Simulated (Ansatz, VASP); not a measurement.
**Two plane-wave programs on Sn2PdSe5**

```xyz
16
Lattice="2.7084 -6.7172 0.0000 2.7084 6.7172 0.0000 0.0000 0.0000 12.4778" Properties=species:S:1:pos:R:3 pbc="T T T"
Sn    2.7084    4.7682   11.6054
Sn    2.7084    4.7682    7.1113
Sn    2.7084   -4.7682    5.3665
Sn    2.7084   -4.7682    0.8724
Pd    2.7084   -4.0636    9.3583
Pd    2.7084    4.0636    3.1194
Se    2.7084   -2.6025   11.4330
Se    2.7084   -6.0097   10.9688
Se    2.7084   -2.6025    7.2837
Se    2.7084   -6.0097    7.7479
Se    2.7084    3.0633    9.3583
Se    2.7084    2.6025    5.1941
Se    2.7084    6.0097    4.7299
Se    2.7084    2.6025    1.0448
Se    2.7084    6.0097    1.5090
Se    2.7084   -3.0633    3.1194
```

Alike in both runs: functional PBE; k mesh 3 × 3 × 1; occupations gaussian, width 0.15 eV; no spin polarisation.

Ansatz relaxed the structure, and its values are those at the end. VASP's run is a single point on that final structure, the one shown.

|  | VASP | Ansatz |
| --- | --- | --- |
| version | VASP 6.6.1 | Ansatz 0.2.0 |
| potentials or method | VASP PAW PBE potentials, release 64 (Sn_d, Pd, Se), cutoff 520 eV | scalar-relativistic, plane waves, PAW |
| valence electrons in the cell | 136 | 252 |

|  | VASP | Ansatz | Ansatz less VASP |
| --- | --- | --- | --- |
| gap on the k mesh at the Fermi level (eV) | none | none | - |
| pressure (GPa) | 0.2 | 0.2 | -0.01 |
| rms of the force components (eV/Å) | 0.024 | 0.022 | -0.0026 |

A gap of «none» marks a metal or a gap that the smearing closes. With one functional, cell and mesh, what is left measures potentials, basis and numerics. VASP's potentials hold 136 valence electrons a cell and Ansatz's 252, so a difference there can come from the potentials and not from the codes.

The k mesh is coarse, so the values compare programs but aren't converged.
